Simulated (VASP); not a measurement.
A run of VASP 6.6.1 is set up as follows.

The input INCAR:

```
SYSTEM = Co
PREC = Accurate ; ENCUT = 520
EDIFF = 1E-7 ; ISMEAR = -1
SIGMA = 0.08 ; LREAL = .False.
LASPH = .True. ; NELM = 150
ALGO = Normal ; ISIF = 2
LWAVE = .False. ; LCHARG = .False.
ISPIN = 2 ; MAGMOM = 1.7 1.7
LORBIT = 11 ; LMAXMIX = 4
GGA = PS ; NBANDS = 20
```

Contents of KPOINTS:

```
regular mesh
0
Gamma
  19 19 19
  0 0 0
```

Contents of POSCAR:

```
Co
1.0
   -2.1050855506      2.1050855506      1.1329729203
    2.1050855506     -2.1050855506      1.1329729203
    2.1050855506      2.1050855506     -1.1329729203
Co
2
Direct
   -0.3750000000     -0.1250000000     -0.2500000000
    0.3750000000      0.1250000000      0.2500000000
```

Potentials or basis: VASP PAW PBE potentials, release 64 (Co).

Command:

```sh
$ cat potpaw_PBE.64/Co/POTCAR > POTCAR
$ mpirun -np 1 vasp_std > vasp.out
```

Q: What does it give for the pressure?

A: 32.3 GPa.

Q: Predict the site moments.

A: Co +1.46 μB.

Stress tensor (GPa, compression positive):
```
32.17  0.00  0.00
 0.00 32.17  0.00
 0.00  0.00 32.71
```

Caveat: the cell stands under pressure; the PAW data sets were made with another functional, which shifts forces and pressure a little.
